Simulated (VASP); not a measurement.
Input of a VASP 6.6.1 run:

File INCAR:

```
SYSTEM = P
  PREC = Accurate
  ENCUT = 520
  EDIFF = 1E-6
  ISMEAR = 0
  SIGMA = 0.1
  LREAL = .FALSE.
  LASPH = .TRUE.
  NELM = 80
  ALGO = Normal
  ISIF = 2
  LWAVE = .FALSE.
  LCHARG = .TRUE.
  GGA = PE
  LELF = .TRUE.
  LVHAR = .TRUE.
  NBANDS = 12
```

The input KPOINTS:

```
Automatic mesh
0
G
  6 6 6
  0 0 0
```

File POSCAR:

```
P
1.0
    2.8920592600      0.0000000000      0.0000000000
    0.0000000000      3.7261895400      0.0000000000
    0.0000000000      0.0000000000      3.6079869000
P
2
Direct
    0.5000000000      0.0000000000      0.8169812600
    0.0000000000      0.5000000000      0.1830187400
```

Potentials or basis: VASP PAW PBE potentials, release 64 (P).

Run with:

```sh
$ cat potpaw_PBE.64/P/POTCAR > POTCAR
$ mpirun -np 1 vasp_std > vasp.out
```

Question: What does it give for the band gap on the k mesh?

Answer: Zero (bands 5 and 6 overlap by 5.95 eV).

Question: Estimate the pressure.

Answer: -13.1 GPa.

Question: What does it give for the largest force?

Answer: 1.021 eV/Å.

Forces on the atoms (eV/Å):
```
P    0.000  0.000  1.021
P    0.000  0.000 -1.021
```

Caveat: the k points lie up to 0.36 Å⁻¹ apart, too coarse for converged energies and pressures of a metal; forces of over 1 eV/Å act on the atoms, so gaps and moduli don't describe the material at rest.
